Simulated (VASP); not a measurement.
Write the native input for VASP 6.6.1 that does the following.

| Item | Value |
| --- | --- |
| Task | single point |
| Functional | LDA |
| Potentials or basis | VASP PAW LDA potentials, release 64 (C) |
| Cutoff | 520 eV |
| k mesh | 18 × 18 × 18 |
| Occupations | gaussian, width 0.03 eV |
| Spin | no spin polarisation |
| Dipole correction | no |
| Further INCAR settings | ALGO = Normal; EDIFF = 1e-07; NBANDS = 11 |

The structure of C lies in POSCAR:

```
C
1.0
    0.0000000000      2.1166507492      3.3597492418
    1.2227846677      0.0000000000      3.3597492418
    1.2227846677      2.1166507492      0.0000000000
C
2
Direct
    0.1667065656      0.8332934344      0.1667065656
    0.8332934344      0.1667065656      0.8332934344
```

One way to write it, as run:

INCAR

```
ALGO = Normal
EDIFF = 1E-7
ENCUT = 520
GGA = CA
ISIF = 2
ISMEAR = 0
LASPH = True
LCHARG = False
LREAL = False
LWAVE = False
NBANDS = 11
NELM = 80
PREC = Accurate
SIGMA = 0.03
```

KPOINTS

```
k-points
0
Gamma
  18 18 18
```

Potentials or basis: VASP PAW LDA potentials, release 64 (C).

The run is started by

```console
$ cat potpaw_LDA.64/C/POTCAR > POTCAR
$ mpirun -np 1 vasp_std > vasp.out
```

It gave:

```yaml
Pressure: 0.8 GPa
```

It took 82 s on 1 thread of Intel(R) Xeon(R) Platinum 8559C (Emerald Rapids) (shared host), peak memory 0.23 GiB.
